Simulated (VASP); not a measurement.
Here is a VASP 6.6.1 calculation.

INCAR

```
  PREC = Accurate
  ENCUT = 520
  EDIFF = 1E-6
  ISMEAR = 0
  SIGMA = 0.1
  LREAL = False
  LASPH = True
  NELM = 100
  ALGO = Normal
  ISIF = 2
  LWAVE = False
  LCHARG = True
  GGA = PE
  LELF = True
  LVHAR = True
  NBANDS = 18
```

KPOINTS

```
Automatic mesh
0
Gamma
  6 6 6
```

The input POSCAR:

```
LiGeH3
1.0
    3.8371730445      0.0000000000      0.0000000000
    0.0000000000      3.8371730445      0.0000000000
    0.0000000000      0.0000000000      3.8371730445
Li Ge H
1 1 3
Direct
    0.5000000000      0.5000000000      0.5000000000
    0.0000000000      0.0000000000      0.0000000000
    0.5000000000      0.0000000000      0.0000000000
    0.0000000000      0.5000000000      0.0000000000
    0.0000000000      0.0000000000      0.5000000000
```

Potentials or basis: VASP PAW PBE potentials, release 64 (Li_sv, Ge_d, H).

Command:

```bash
$ cat potpaw_PBE.64/Li_sv/POTCAR potpaw_PBE.64/Ge_d/POTCAR potpaw_PBE.64/H/POTCAR > POTCAR
$ mpirun -np 1 vasp_std > vasp.out
```

(1) What does it give for the band gap on the k mesh?

Answers

(1) zero (band 10 reaches 3.88 eV, above the bottom of band 11 at 2.87 eV).
